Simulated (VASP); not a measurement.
# Sr2IBr (R-3m) in VASP: single point with PBE

Aim: the single point of Sr2IBr with PBE.

All numbers are computed with VASP 6.6.1; they aren't measurements. Logs are shortened: lines on timing, memory, paths and dates and some standing lists are left out, and cuts for length are marked.

## Step 1: The cell of the first run

Symmetry: R-3m, No. 166, trigonal system. The conventional cell has a = 4.393 Å, b = 4.393 Å, c = 24.395 Å, α = 90.00°, β = 90.00°, γ = 120.00°. Within 4.0 Å of Sr (site symmetry 3m) lie 3 I at 2.94 Å and 3 Br at 3.62 Å and 3 Sr at 3.91 Å. I (site symmetry -3m) has 6 Sr at 2.94 Å within 3.9 Å. Within 4.8 Å of Br (site symmetry -3m) lie 6 Sr at 3.62 Å and 6 Br at 4.39 Å and 6 I at 4.79 Å.

## Step 2: Single point, PBE

Contents of INCAR:

```
SYSTEM = Sr2IBr
ALGO = Normal
EDIFF = 1E-6
ENCUT = 500
GGA = PE
GGA_COMPAT = .FALSE.
ISIF = 2
ISMEAR = 0
LASPH = .TRUE.
LCHARG = .FALSE.
LREAL = .FALSE.
LWAVE = .FALSE.
NBANDS = 25
NELM = 120
PREC = Accurate
SIGMA = 0.203
```

Contents of KPOINTS:

```
k-points
0
G
  9 9 9
  0 0 0
```

Contents of POSCAR:

```
Sr2IBr
1.0
    4.3929250000      0.0000000000      0.0000000000
   -2.1964620000      3.8043860000      0.0000000000
    0.0000000000     -2.5362540000      8.1318150000
Sr I Br
2 1 1
Direct
    0.2277000000      0.4554000000      0.6831000000
    0.7723000000      0.5446000000      0.3169000000
    0.5000000000      0.0000000000      0.5000000000
    0.0000000000      0.0000000000      0.0000000000
```

Potentials or basis: VASP PAW PBE potentials, release 64 (Sr_sv, I, Br).

Run with:

```
$ cat potpaw_PBE.64/Sr_sv/POTCAR potpaw_PBE.64/I/POTCAR potpaw_PBE.64/Br/POTCAR > POTCAR
$ mpirun -np 1 vasp_std > vasp.out
```

OUTCAR:

```text
SYSTEM = Sr2IBr
   EDIFF = 1E-6
   ENCUT = 500
   GGA = PE
   ISIF = 2
   ISMEAR = 0
   LASPH = .TRUE.
   LREAL = .FALSE.
   NELM = 120
   PREC = Accurate

 ion  position               nearest neighbor table
   1  0.228  0.455  0.683-   3 2.94   3 2.94   3 2.94   4 3.62   4 3.62   4 3.62   2 3.91   2 3.91
                             2 3.91
   2  0.772  0.545  0.317-   3 2.94   3 2.94   3 2.94   4 3.62   4 3.62   4 3.62   1 3.91   1 3.91
                             1 3.91
   3  0.500  0.000  0.500-   2 2.94   1 2.94   2 2.94   1 2.94   1 2.94   2 2.94
   4  0.000  0.000  0.000-   1 3.62   2 3.62   2 3.62   1 3.62   2 3.62   1 3.62

  LATTYP: Found a trigonal (rhomboedric) cell.
 ALAT       =     8.5181570511
 COS(alpha) =     0.8670199461

  Lattice vectors:

 A1 = (   0.0000000000,  -2.5362540000,   8.1318150000)
 A2 = (   2.1964630000,   1.2681320000,   8.1318150000)
 A3 = (  -2.1964620000,   1.2681320000,   8.1318150000)

Analysis of symmetry for initial positions (statically):
=====================================================================
 Subroutine PRICEL returns:
 Original cell was already a primitive cell.

 Routine SETGRP: Setting up the symmetry group for a
 trigonal (rhombohedral) supercell.

 Subroutine GETGRP returns: Found 12 space group operations
 (whereof 12 operations were pure point group operations)
 out of a pool of 12 trial point group operations.

The static configuration has the point symmetry D_3d.

Analysis of symmetry for dynamics (positions and initial velocities):
=====================================================================
 Subroutine PRICEL returns:
 Original cell was already a primitive cell.

 Routine SETGRP: Setting up the symmetry group for a
 trigonal (rhombohedral) supercell.

 Subroutine GETGRP returns: Found 12 space group operations
 (whereof 12 operations were pure point group operations)
 out of a pool of 12 trial point group operations.

The dynamic configuration has the point symmetry D_3d.

 Subroutine INISYM returns: Found 12 space group operations
 (whereof 12 operations are pure point group operations),
 and found     1 'primitive' translations

----------------------------------------------------------------------------------------

                                     Primitive cell

  volume of cell :     135.9020

  direct lattice vectors                    reciprocal lattice vectors
     4.392925000  0.000000000  0.000000000     0.227638760  0.131427223  0.040991196
    -2.196462000  3.804386000  0.000000000     0.000000000  0.262854505  0.081982410
     0.000000000 -2.536254000  8.131815000     0.000000000  0.000000000  0.122973776

  length of vectors
     4.392925000  4.392925922  8.518157051     0.266031573  0.275342707  0.122973776

  position of ions in fractional coordinates (direct lattice)
     0.227700000  0.455400000  0.683100000
     0.772300000  0.544600000  0.316900000
     0.500000000  0.000000000  0.500000000
     0.000000000  0.000000000  0.000000000

  ion indices of the primitive-cell ions
   primitive index   ion index
                 1           1
                 2           2
                 3           3
                 4           4

----------------------------------------------------------------------------------------

 KPOINTS: k-points

Automatic generation of k-mesh.
 Grid dimensions read from file:
 generate k-points for:    9    9    9

 Generating k-lattice:

  Cartesian coordinates                     Fractional coordinates (reciprocal lattice)
     0.025293196  0.014603025  0.004554577     0.111111111  0.000000000 -0.000000000
     0.000000000  0.029206056  0.009109157     0.000000000  0.111111111 -0.000000000
     0.000000000  0.000000000  0.013663753     0.000000000  0.000000000  0.111111111

  Length of vectors
     0.029559064  0.030593634  0.013663753

  Shift w.r.t. Gamma in fractional coordinates (k-lattice)
     0.000000000  0.000000000  0.000000000

 Subroutine IBZKPT returns following result:
 ===========================================

 Found     85 irreducible k-points:

 Following reciprocal coordinates:
            Coordinates               Weight
  0.000000  0.000000  0.000000      1.000000
  0.111111 -0.000000  0.000000      6.000000
  0.222222 -0.000000  0.000000      6.000000
  0.333333 -0.000000  0.000000      6.000000
  0.444444 -0.000000  0.000000      6.000000
  0.000000  0.111111  0.000000      6.000000
[... 16 lines left out ...]
  0.333333  0.333333  0.000000      6.000000
  0.000000  0.444444  0.000000      6.000000
 [... further k-points ...]
   k-points           NKPTS =     85   k-points in BZ     NKDIM =     85   number of bands    NBANDS=     25
   number of dos      NEDOS =    301   number of ions     NIONS =      4
   total plane-waves  NPLWV =  65536
   dimension x,y,z NGX =    32 NGY =   32 NGZ =   64
   dimension x,y,z NGXF=    64 NGYF=   64 NGZF=  128
   ions per type =               2   1   1
   NGX,Y,Z   is equivalent  to a cutoff of  12.11, 12.11, 12.49 a.u.
   NGXF,Y,Z  is equivalent  to a cutoff of  24.22, 24.22, 24.98 a.u.
 SYSTEM =  Sr2IBr
   PREC   = accura    normal or accurate (medium, high low for compatibility)
   ISTART =      0    job   : 0-new  1-cont  2-samecut
   ICHARG =      2    charge: 1-file 2-atom 10-const
   ISPIN  =      1    spin polarized calculation?
   LNONCOLLINEAR =      F non collinear calculations
   LSORBIT =      F    spin-orbit coupling
   LASPH  =      T    aspherical Exc in radial PAW
   ENCUT  =  500.0 eV  36.75 Ry    6.06 a.u.   8.01  8.01 15.53*2*pi/ulx,y,z
   NELM   =    120;   NELMIN=  2; NELMDL= -5     # of ELM steps
   EDIFF  = 0.1E-05   stopping-criterion for ELM
   LREAL  =      F    real-space projection
   EDIFFG = 0.1E-04   stopping-criterion for IOM
   NSW    =      0    number of steps for IOM
   IBRION =     -1    ionic relax: 0-MD 1-quasi-New 2-CG
   NFREE  =      0    steps in history (QN), initial steepest desc. (CG)
   ISIF   =      2    stress and relaxation
   ISYM   =      2    0-nonsym 1-usesym 2-fastsym
   POTIM  = 0.5000    time-step for ionic-motion
   TEBEG  =    0.0;   TEEND  =   0.0 temperature during run
   PSTRESS=    0.0 pullay stress
   NELECT =      34.0000    total number of electrons
   NUPDOWN=      -1.0000    fix difference up-down
   EMIN   =  10.00;   EMAX   =-10.00  energy-range for DOS
   EFERMI =   0.00;   METHOD = LEGACY
   ISMEAR =     0;   SIGMA  =   0.20  broadening in eV -4-tet -1-fermi 0-gaus
   EFERMI_NEDOS =   21; number of points for ismear=-14 and -15
   IALGO  =     38    algorithm
   IMIX   =      4    mixing-type and parameters
     AMIX     =   0.40;   BMIX     =  1.00
     AMIX_MAG =   1.60;   BMIX_MAG =  1.00
  volume/ion in A,a.u.               =      33.98       229.28
  Fermi-wavevector in a.u.,A,eV,Ry     =   1.031555  1.949357 14.478046  1.064106
  Thomas-Fermi vector in A             =   2.165709
   LORBIT       =      0    0 simple, 1 ext, 2 COOP (PROOUT), +10 PAW based schemes
   GGA     = PE    functional components
   LHFCALC =     F    Hartree Fock is set to
   AEXX    =    0.0000 exact exchange contribution
   IVDW    =     0    specifies the selected vdW correction
   LEPSILON=     F    determine dielectric tensor
   LRPA    =     F    only Hartree local field effects (RPA)
 non-spin polarized calculation
 Gauss-broadening in eV      SIGMA  =   0.20
  energy-cutoff  :      500.00
  volume of cell :      135.90
 maximum number of plane-waves:      3466
   NGX = 17   NGY = 17   NGZ = 31

 number of electron      33.9999999 magnetization

 Free energy of the ion-electron system (eV)
  ---------------------------------------------------
  ext. energy  EPLUGINS =         0.00000000
  ---------------------------------------------------
  free energy    TOTEN  =        -9.88990961 eV

  energy without entropy =       -9.86545022  energy(sigma->0) =       -9.87767992

 E-fermi :   5.0143     XC(G=0):  -8.5225

 val. band max:        5.0134725444   @ k =   0.0000   0.1111   0.2222
 cond. band min:       5.0160413879   @ k =   0.3333   0.3333   0.0000
 fundamental gap:      0.0025688434
 Fermi energy:         5.0143380943

 k-point     1 :       0.0000    0.0000    0.0000
  band No.  band energies     occupation
      1     -31.7176      2.00000
      2     -31.6846      2.00000
      3     -14.3056      2.00000
      4     -13.7986      2.00000
      5     -13.7986      2.00000
      6     -13.7727      2.00000
[... 17 lines left out ...]
     24       7.0385      0.00000
     25       8.3443      0.00000

 k-point     2 :       0.1111   -0.0000    0.0000
  band No.  band energies     occupation
      1     -31.7154      2.00000
      2     -31.6842      2.00000
      3     -14.3057      2.00000
      4     -13.8402      2.00000
      5     -13.8186      2.00000
      6     -13.7861      2.00000
[... 17 lines left out ...]
     24       7.6744      0.00000
     25       8.4568      0.00000

 k-point     3 :       0.2222   -0.0000    0.0000
  band No.  band energies     occupation
      1     -31.7098      2.00000
      2     -31.6835      2.00000
      3     -14.3188      2.00000
      4     -13.9193      2.00000
      5     -13.8524      2.00000
      6     -13.8177      2.00000
[... 17 lines left out ...]
     24       8.2721      0.00000
     25       8.7223      0.00000

 k-point     4 :       0.3333   -0.0000    0.0000
  band No.  band energies     occupation
      1     -31.7025      2.00000
      2     -31.6835      2.00000
      3     -14.3574      2.00000
      4     -13.9854      2.00000
      5     -13.8836      2.00000
      6     -13.8347      2.00000
[... 17 lines left out ...]
     24       8.4354      0.00000
     25       8.8320      0.00000

 k-point     5 :       0.4444   -0.0000    0.0000
  band No.  band energies     occupation
      1     -31.6968      2.00000
      2     -31.6846      2.00000
      3     -14.3938      2.00000
      4     -14.0221      2.00000
      5     -13.9022      2.00000
      6     -13.8310      2.00000
[... 17 lines left out ...]
     24       7.9996      0.00000
     25       8.6568      0.00000

 k-point     6 :       0.0000    0.1111    0.0000
  band No.  band energies     occupation
      1     -31.7154      2.00000
      2     -31.6842      2.00000
      3     -14.3051      2.00000
      4     -13.8417      2.00000
      5     -13.8186      2.00000
      6     -13.7847      2.00000
[... 17 lines left out ...]
     24       7.7239      0.00000
     25       8.3860      0.00000
[... 393 lines left out ...]
 k-point    21 :       0.1111    0.3333    0.0000
  band No.  band energies     occupation
      1     -31.6983      2.00000
      2     -31.6842      2.00000
      3     -14.3782      2.00000
      4     -14.0068      2.00000
      5     -13.9206      2.00000
      6     -13.8232      2.00000
[... 17 lines left out ...]
     24       8.3501      0.00000
     25       8.6869      0.00000

 k-point    22 :       0.2222    0.3333    0.0000
  band No.  band energies     occupation
      1     -31.6934      2.00000
      2     -31.6859      2.00000
      3     -14.3781      2.00000
      4     -14.0036      2.00000
      5     -13.9737      2.00000
      6     -13.8451      2.00000
[... 17 lines left out ...]
     24       8.5186      0.00000
     25       8.7809      0.00000

 k-point    23 :       0.3333    0.3333    0.0000
  band No.  band energies     occupation
      1     -31.6890      2.00000
      2     -31.6890      2.00000
      3     -14.3725      2.00000
      4     -13.9999      2.00000
      5     -13.9941      2.00000
      6     -13.8650      2.00000
[... 17 lines left out ...]
     24       8.5033      0.00000
     25       8.7872      0.00000

 k-point    24 :       0.0000    0.4444    0.0000
  band No.  band energies     occupation
      1     -31.6968      2.00000
      2     -31.6846      2.00000
      3     -14.4001      2.00000
      4     -14.0239      2.00000
      5     -13.9030      2.00000
      6     -13.8212      2.00000
[... 17 lines left out ...]
     24       8.1953      0.00000
     25       8.6283      0.00000

 [... further k-points ...]

------------------------ aborting loop because EDIFF is reached ----------------------------------------

  FORCE on cell =-STRESS in cart. coord.  units (eV):
  Direction    XX          YY          ZZ          XY          YZ          ZX
  --------------------------------------------------------------------------------------
  -------------------------------------------------------------------------------------
  Total        6.8114419      6.8114467      3.3472688      0.0000009      0.0000014      0.0000001
  in kB       80.3015234     80.3015805     39.4616575      0.0000106      0.0000162      0.0000016
  external PRESSURE =      66.6882538 kB  Pullay stress =       0.0000000 kB

 VOLUME and BASIS-vectors are now :
 -----------------------------------------------------------------------------
  energy-cutoff  :      500.00
  volume of cell :      135.90
      direct lattice vectors                 reciprocal lattice vectors
     4.392925000  0.000000000  0.000000000     0.227638760  0.131427223  0.040991196
    -2.196462000  3.804386000  0.000000000     0.000000000  0.262854505  0.081982410
     0.000000000 -2.536254000  8.131815000     0.000000000  0.000000000  0.122973776

 POSITION                                       TOTAL-FORCE (eV/Angst)
 -----------------------------------------------------------------------------------
      0.00000      0.00000      5.55484         0.000000      0.000001      2.560181
      2.19646      1.26813      2.57697        -0.000000     -0.000001     -2.560181
      2.19646     -1.26813      4.06591         0.000000      0.000000      0.000000
      0.00000      0.00000      0.00000        -0.000000      0.000000      0.000000
 -----------------------------------------------------------------------------------
    total drift:                                0.000000     -0.000000     -0.000000

  FREE ENERGIE OF THE ION-ELECTRON SYSTEM (eV)
  ---------------------------------------------------
  free  energy   TOTEN  =        -9.8899096124 eV

  energy  without entropy=       -9.8654502187  energy(sigma->0) =       -9.87767992
```

It took 2.4 min on 1 thread of Intel Xeon Platinum 8488C (Sapphire Rapids), shared host; peak memory 0.43 GiB.

Results:

| Quantity | Value |
| --- | --- |
| Free energy | -9.8899 eV |
| Pressure | 6.7 GPa |
| Largest force | 2.560 eV/Å |
| Band gap on the k mesh | zero (bands 17 and 18 overlap by 0.40 eV) |

Forces in eV/Å, atoms in the order of the input:
```
Sr   0.000  0.000  2.560
Sr   0.000  0.000 -2.560
I    0.000  0.000  0.000
Br   0.000  0.000  0.000
```

Stress tensor (GPa, compression positive):
```
8.03 0.00 0.00
0.00 8.03 0.00
0.00 0.00 3.95
```

Levels at points of the mesh, in eV from the Fermi level:
```csv
k point,band 15,band 16,band 17,band 18,band 19,band 20
"(0.00, 0.00, 0.00)",-4.08,-4.08,-0.76,0.40,0.40,0.73
```

Caveat: the cell stands under pressure; spin-orbit coupling is left out, which moves the levels of the heavy elements; forces of over 1 eV/Å act on the atoms, so gaps and moduli don't describe the material at rest.
